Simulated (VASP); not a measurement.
Here is a VASP 6.6.1 calculation.

File INCAR:

```
  PREC = Accurate
  ENCUT = 820
  EDIFF = 1E-7
  ISMEAR = 0
  SIGMA = 0.05
  LREAL = F
  LASPH = T
  NELM = 120
  ALGO = Normal
  ISIF = 3
  LWAVE = F
  LCHARG = F
  GGA = CA
  IBRION = 2
  NSW = 60
  EDIFFG = -0.01
  GGA_COMPAT = F
  NELMIN = 4
```

The input KPOINTS:

```
Automatic mesh
0
Gamma
  8 8 8
```

File POSCAR:

```
Cu
1.0
    0.0000000000      1.8075000000      1.8075000000
    1.8075000000      0.0000000000      1.8075000000
    1.8075000000      1.8075000000      0.0000000000
Cu
1
Direct
    0.0000000000      0.0000000000      0.0000000000
```

Potentials or basis: VASP PAW LDA potentials, release 64 (Cu_sv_GW).

Run with:

```bash
$ cat potpaw_LDA.64/Cu_sv_GW/POTCAR > POTCAR
$ mpirun -np 1 vasp_std > vasp.out
```

**Question.** What does it give for the relaxed volume?

**Answer.** 10.95 Å³/atom.

**Question.** Estimate the space group after relaxing (to 0.1 Å).

**Answer.** Fm-3m (No. 225).

**Question.** What does it give for the relaxed cell?

**Answer.** a = 2.493 Å, b = 2.493 Å, c = 2.493 Å, α = 60.00°, β = 60.00°, γ = 60.00°.

**Question.** What does it give for the band gap on the k mesh?

**Answer.** Zero (an odd number of electrons rules out a gap without spin polarisation).

Final structure:
```cif
data_structure
_symmetry_space_group_name_H-M 'P 1'
_symmetry_Int_Tables_number 1
_cell_length_a 2.4925
_cell_length_b 2.4925
_cell_length_c 2.4925
_cell_angle_alpha 60.000
_cell_angle_beta 60.000
_cell_angle_gamma 60.000
_cell_volume 10.95
loop_
_atom_site_label
_atom_site_type_symbol
_atom_site_fract_x
_atom_site_fract_y
_atom_site_fract_z
_atom_site_occupancy
Cu1 Cu 0.00000 0.00000 0.00000 1
```

Caveat: the k points lie up to 0.39 Å⁻¹ apart in the final cell, too coarse for converged energies and pressures of a metal. Zero-point motion and thermal expansion aren't in these numbers.
